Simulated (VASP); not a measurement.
# AlN (CsCl type) (Pm-3m) in VASP: notebook

The runs below take AlN (CsCl type) through single point, relaxation of cell and atoms, with PBE.

All numbers are computed with VASP 6.6.1; they aren't measurements. Logs are shortened: lines on timing, memory, paths and dates and some standing lists are left out, and cuts for length are marked.

### 1 The cell of the first run

Symmetry: Pm-3m, No. 221, cubic system. Conventional cell: a = 2.374 Å, b = 2.374 Å, c = 2.374 Å, α = 90.00°, β = 90.00°, γ = 90.00°. Al (site symmetry m-3m) has 8 N at 2.06 Å and 6 Al at 2.37 Å within 2.7 Å. Within 2.7 Å of N (site symmetry m-3m) lie 8 Al at 2.06 Å and 6 N at 2.37 Å.

### 2 Single point, PBE

The input, INCAR:

```
PREC = Accurate
ENCUT = 520
EDIFF = 1E-6
ISMEAR = -1
SIGMA = 0.05
LREAL = False
LASPH = True
NELM = 60
ALGO = Normal
ISIF = 2
LWAVE = False
LCHARG = True
GGA = PE
LELF = True
LVHAR = True
NBANDS = 11
```

The input, KPOINTS:

```
Automatic mesh
0
Gamma
  15 15 15
```

The input, POSCAR:

```
AlN
1.0
    2.3735555099      0.0000000000      0.0000000000
    0.0000000000      2.3735555099      0.0000000000
    0.0000000000      0.0000000000      2.3735555099
Al N
1 1
Direct
    0.0000000000      0.0000000000      0.0000000000
    0.5000000000      0.5000000000      0.5000000000
```

Potentials or basis: VASP PAW PBE potentials, release 64 (Al, N).

Started as:

```console
$ cat potpaw_PBE.64/Al/POTCAR potpaw_PBE.64/N/POTCAR > POTCAR
$ mpirun -np 1 vasp_std > vasp.out
```

OUTCAR:

```text
PREC = Accurate
   ENCUT = 520
   EDIFF = 1E-6
   ISMEAR = -1
   LREAL = False
   LASPH = True
   NELM = 60
   ISIF = 2
   GGA = PE

 ion  position               nearest neighbor table
   1  0.000  0.000  0.000-   2 2.06   2 2.06   2 2.06   2 2.06   2 2.06   2 2.06   2 2.06   2 2.06

   2  0.500  0.500  0.500-   1 2.06   1 2.06   1 2.06   1 2.06   1 2.06   1 2.06   1 2.06   1 2.06

  LATTYP: Found a simple cubic cell.
 ALAT       =     2.3735555099

  Lattice vectors:

 A1 = (   2.3735555099,   0.0000000000,   0.0000000000)
 A2 = (   0.0000000000,   2.3735555099,   0.0000000000)
 A3 = (   0.0000000000,   0.0000000000,   2.3735555099)

Analysis of symmetry for initial positions (statically):
=====================================================================
 Subroutine PRICEL returns:
 Original cell was already a primitive cell.

 Routine SETGRP: Setting up the symmetry group for a
 simple cubic supercell.

 Subroutine GETGRP returns: Found 48 space group operations
 (whereof 48 operations were pure point group operations)
 out of a pool of 48 trial point group operations.

The static configuration has the point symmetry O_h .

Analysis of symmetry for dynamics (positions and initial velocities):
=====================================================================
 Subroutine PRICEL returns:
 Original cell was already a primitive cell.

 Routine SETGRP: Setting up the symmetry group for a
 simple cubic supercell.

 Subroutine GETGRP returns: Found 48 space group operations
 (whereof 48 operations were pure point group operations)
 out of a pool of 48 trial point group operations.

The dynamic configuration has the point symmetry O_h .

 Subroutine INISYM returns: Found 48 space group operations
 (whereof 48 operations are pure point group operations),
 and found     1 'primitive' translations

----------------------------------------------------------------------------------------

                                     Primitive cell

  volume of cell :      13.3721

  direct lattice vectors                    reciprocal lattice vectors
     2.373555510  0.000000000  0.000000000     0.421308874  0.000000000  0.000000000
     0.000000000  2.373555510  0.000000000     0.000000000  0.421308874  0.000000000
     0.000000000  0.000000000  2.373555510     0.000000000  0.000000000  0.421308874

  length of vectors
     2.373555510  2.373555510  2.373555510     0.421308874  0.421308874  0.421308874

  position of ions in fractional coordinates (direct lattice)
     0.000000000  0.000000000  0.000000000
     0.500000000  0.500000000  0.500000000

  ion indices of the primitive-cell ions
   primitive index   ion index
                 1           1
                 2           2

----------------------------------------------------------------------------------------

 KPOINTS: Automatic mesh

Automatic generation of k-mesh.
 Grid dimensions read from file:
 generate k-points for:   15   15   15

 Generating k-lattice:

  Cartesian coordinates                     Fractional coordinates (reciprocal lattice)
     0.028087258  0.000000000  0.000000000     0.066666667  0.000000000  0.000000000
     0.000000000  0.028087258  0.000000000     0.000000000  0.066666667  0.000000000
     0.000000000  0.000000000  0.028087258     0.000000000  0.000000000  0.066666667

  Length of vectors
     0.028087258  0.028087258  0.028087258

  Shift w.r.t. Gamma in fractional coordinates (k-lattice)
     0.000000000  0.000000000  0.000000000

 Subroutine IBZKPT returns following result:
 ===========================================

 Found    120 irreducible k-points:

 Following reciprocal coordinates:
            Coordinates               Weight
  0.000000  0.000000  0.000000      1.000000
  0.066667  0.000000  0.000000      6.000000
  0.133333  0.000000  0.000000      6.000000
  0.200000  0.000000  0.000000      6.000000
  0.266667  0.000000  0.000000      6.000000
  0.333333  0.000000  0.000000      6.000000
[... 16 lines left out ...]
  0.266667  0.200000  0.000000     24.000000
  0.333333  0.200000  0.000000     24.000000
 [... further k-points ...]
   k-points           NKPTS =    120   k-points in BZ     NKDIM =    120   number of bands    NBANDS=     11
   number of dos      NEDOS =    301   number of ions     NIONS =      2
   total plane-waves  NPLWV =   5832
   dimension x,y,z NGX =    18 NGY =   18 NGZ =   18
   dimension x,y,z NGXF=    36 NGYF=   36 NGZF=   36
   ions per type =               1   1
   NGX,Y,Z   is equivalent  to a cutoff of  12.61, 12.61, 12.61 a.u.
   NGXF,Y,Z  is equivalent  to a cutoff of  25.21, 25.21, 25.21 a.u.
 SYSTEM =  unknown system
   PREC   = accura    normal or accurate (medium, high low for compatibility)
   ISTART =      0    job   : 0-new  1-cont  2-samecut
   ICHARG =      2    charge: 1-file 2-atom 10-const
   ISPIN  =      1    spin polarized calculation?
   LNONCOLLINEAR =      F non collinear calculations
   LSORBIT =      F    spin-orbit coupling
   LASPH  =      T    aspherical Exc in radial PAW
   ENCUT  =  520.0 eV  38.22 Ry    6.18 a.u.   4.41  4.41  4.41*2*pi/ulx,y,z
   NELM   =     60;   NELMIN=  2; NELMDL= -5     # of ELM steps
   EDIFF  = 0.1E-05   stopping-criterion for ELM
   LREAL  =      F    real-space projection
   EDIFFG = 0.1E-04   stopping-criterion for IOM
   NSW    =      0    number of steps for IOM
   IBRION =     -1    ionic relax: 0-MD 1-quasi-New 2-CG
   NFREE  =      0    steps in history (QN), initial steepest desc. (CG)
   ISIF   =      2    stress and relaxation
   ISYM   =      2    0-nonsym 1-usesym 2-fastsym
   POTIM  = 0.5000    time-step for ionic-motion
   TEBEG  =    0.0;   TEEND  =   0.0 temperature during run
   PSTRESS=    0.0 pullay stress
   NELECT =       8.0000    total number of electrons
   NUPDOWN=      -1.0000    fix difference up-down
   EMIN   =  10.00;   EMAX   =-10.00  energy-range for DOS
   EFERMI =   0.00;   METHOD = LEGACY
   ISMEAR =    -1;   SIGMA  =   0.05  broadening in eV -4-tet -1-fermi 0-gaus
   EFERMI_NEDOS =   21; number of points for ismear=-14 and -15
   IALGO  =     38    algorithm
   IMIX   =      4    mixing-type and parameters
     AMIX     =   0.40;   BMIX     =  1.00
     AMIX_MAG =   1.60;   BMIX_MAG =  1.00
  volume/ion in A,a.u.               =       6.69        45.12
  Fermi-wavevector in a.u.,A,eV,Ry     =   1.379448  2.606779 25.890222  1.902878
  Thomas-Fermi vector in A             =   2.504417
   LORBIT       =      0    0 simple, 1 ext, 2 COOP (PROOUT), +10 PAW based schemes
   GGA     = PE    functional components
   LHFCALC =     F    Hartree Fock is set to
   AEXX    =    0.0000 exact exchange contribution
   IVDW    =     0    specifies the selected vdW correction
   LEPSILON=     F    determine dielectric tensor
   LRPA    =     F    only Hartree local field effects (RPA)
 non-spin polarized calculation
  energy-cutoff  :      520.00
  volume of cell :       13.37
 maximum number of plane-waves:       370
 NGX is ok and might be reduce to    18
   NGX =  9   NGY =  9   NGZ =  9

 number of electron       7.9999998 magnetization

 Free energy of the ion-electron system (eV)
  ---------------------------------------------------
  ext. energy  EPLUGINS =         0.00000000
  ---------------------------------------------------
  free energy    TOTEN  =       -10.33753689 eV

  energy without entropy =      -10.33472968  energy(sigma->0) =      -10.33613328

 E-fermi :  15.2322     XC(G=0): -13.4490

 val. band max:       15.1534173962   @ k =   0.4667   0.2667   0.0000
 cond. band min:      15.2917282877   @ k =   0.4667   0.4000   0.1333
 fundamental gap:      0.1383108915
 Fermi energy:        15.2321821891

 k-point     1 :       0.0000    0.0000    0.0000
  band No.  band energies     occupation
      1      -6.3127      2.00000
      2      13.1779      2.00000
      3      13.1779      2.00000
      4      13.1779      2.00000
      5      19.6824      0.00000
      6      21.1325      0.00000
      7      21.1325      0.00000
      8      35.6550      0.00000
      9      35.6550      0.00000
     10      35.6550      0.00000
     11      41.4859      0.00000

 k-point     2 :       0.0667    0.0000    0.0000
  band No.  band energies     occupation
      1      -6.2174      2.00000
      2      12.4069      2.00000
      3      13.2236      2.00000
      4      13.2236      2.00000
      5      19.9187      0.00000
      6      21.2439      0.00000
      7      21.7515      0.00000
      8      35.3738      0.00000
      9      35.3738      0.00000
     10      35.6077      0.00000
     11      41.1431      0.00000

 k-point     3 :       0.1333    0.0000    0.0000
  band No.  band energies     occupation
      1      -5.9339      2.00000
      2      10.7054      2.00000
      3      13.3559      2.00000
      4      13.3559      2.00000
      5      20.2754      0.00000
      6      21.5766      0.00000
      7      23.2785      0.00000
      8      34.5676      0.00000
      9      34.5676      0.00000
     10      35.5775      0.00000
     11      40.5370      0.00000

 k-point     4 :       0.2000    0.0000    0.0000
  band No.  band energies     occupation
      1      -5.4716      2.00000
      2       8.7512      2.00000
      3      13.5593      2.00000
      4      13.5593      2.00000
      5      20.6868      0.00000
      6      22.1256      0.00000
      7      24.8799      0.00000
      8      33.4073      0.00000
      9      33.4073      0.00000
     10      35.8693      0.00000
     11      38.6641      0.00000
[... 239 lines left out ...]
 k-point    22 :       0.2000    0.2000    0.0000
  band No.  band energies     occupation
      1      -4.6519      2.00000
      2       9.3878      2.00000
      3       9.3879      2.00000
      4      13.9641      2.00000
      5      21.9819      0.00000
      6      23.2565      0.00000
      7      25.7620      0.00000
      8      31.4858      0.00000
      9      33.1892      0.00000
     10      36.2286      0.00000
     11      36.4564      0.00000

 k-point    23 :       0.2667    0.2000    0.0000
  band No.  band energies     occupation
      1      -4.0473      2.00000
      2       7.5204      2.00000
      3       9.8295      2.00000
      4      14.2277      2.00000
      5      22.3991      0.00000
      6      22.6888      0.00000
      7      26.3992      0.00000
      8      31.7048      0.00000
      9      32.4854      0.00000
     10      35.6861      0.00000
     11      35.7499      0.00000

 k-point    24 :       0.3333    0.2000    0.0000
  band No.  band energies     occupation
      1      -3.3308      2.00000
      2       5.8086      2.00000
      3      10.3127      2.00000
      4      14.4976      2.00000
      5      21.5310      0.00000
      6      23.2523      0.00000
      7      26.6693      0.00000
      8      31.5288      0.00000
      9      31.9928      0.00000
     10      35.3952      0.00000
     11      35.7296      0.00000

 [... further k-points ...]

------------------------ aborting loop because EDIFF is reached ----------------------------------------

  FORCE on cell =-STRESS in cart. coord.  units (eV):
  Direction    XX          YY          ZZ          XY          YZ          ZX
  --------------------------------------------------------------------------------------
  -------------------------------------------------------------------------------------
  Total        8.3396975      8.3396975      8.3396975      0.0000000     -0.0000000      0.0000000
  in kB      999.2236416    999.2236416    999.2236416      0.0000000     -0.0000000      0.0000000
  external PRESSURE =     999.2236416 kB  Pullay stress =       0.0000000 kB

 VOLUME and BASIS-vectors are now :
 -----------------------------------------------------------------------------
  energy-cutoff  :      520.00
  volume of cell :       13.37
      direct lattice vectors                 reciprocal lattice vectors
     2.373555510  0.000000000  0.000000000     0.421308874  0.000000000  0.000000000
     0.000000000  2.373555510  0.000000000     0.000000000  0.421308874  0.000000000
     0.000000000  0.000000000  2.373555510     0.000000000  0.000000000  0.421308874

 POSITION                                       TOTAL-FORCE (eV/Angst)
 -----------------------------------------------------------------------------------
      0.00000      0.00000      0.00000         0.000000      0.000000      0.000000
      1.18678      1.18678      1.18678         0.000000      0.000000      0.000000
 -----------------------------------------------------------------------------------
    total drift:                                0.000000     -0.000000      0.000000

  FREE ENERGIE OF THE ION-ELECTRON SYSTEM (eV)
  ---------------------------------------------------
  free  energy   TOTEN  =       -10.3375368897 eV

  energy  without entropy=      -10.3347296779  energy(sigma->0) =      -10.33613328
```

It took 7.9 s on 1 thread of AMD EPYC 9R45 (Zen 5), shared host; peak memory 0.09 GiB.

What came out:

```
Free energy            : -10.3375 eV
Pressure               : 99.9 GPa
Band gap on the k mesh : zero (bands 4 and 5 overlap by 1.07 eV)
```

Caveat: the cell stands under pressure.

### 3 Single point, PBE

The input, INCAR:

```
PREC = Accurate ; ENCUT = 520
EDIFF = 1E-6 ; ISMEAR = -1
SIGMA = 0.05 ; LREAL = F
LASPH = T ; NELM = 100
ALGO = Normal ; ISIF = 2
LWAVE = F ; LCHARG = T
GGA = PE ; LELF = T
LVHAR = T ; NBANDS = 11
```

The input, KPOINTS:

```
regular mesh
0
Gamma
  15 15 15
```

The input, POSCAR:

```
AlN
1.0
    2.3736106686      0.0000000000      0.0000000000
    0.0000000000      2.3736106686      0.0000000000
    0.0000000000      0.0000000000      2.3736106686
Al N
1 1
Direct
    0.0000000000      0.0000000000      0.0000000000
    0.5000000000      0.5000000000      0.5000000000
```

Potentials or basis: VASP PAW PBE potentials, release 64 (Al, N).

Started as:

```console
$ cat potpaw_PBE.64/Al/POTCAR potpaw_PBE.64/N/POTCAR > POTCAR
$ mpirun -np 1 vasp_std > vasp.out
```

Run time: 7.7 s. Hardware: 1 thread of AMD EPYC 9R45 (Zen 5), shared host; peak memory 0.09 GiB.

It converged, with:

```yaml
Free_energy: -10.3381 eV
Pressure: 99.9 GPa
Band_gap_on_the_k_mesh: zero (bands 4 and 5 overlap by 1.07 eV)
```

Levels at points of the mesh, in eV from the Fermi level:
| k point | band 1 | band 2 | band 3 | band 4 | band 5 | band 6 | band 7 | band 8 |
| --- | --- | --- | --- | --- | --- | --- | --- | --- |
| (0.00, 0.00, 0.00) | -21.54 | -2.05 | -2.05 | -2.05 | 4.45 | 5.90 | 5.90 | 20.42 |

Caveat: the cell stands under pressure.

(Continued in part 2 of 2.)

The gap in the log of VASP goes by the Fermi energy; the results here count the filled bands.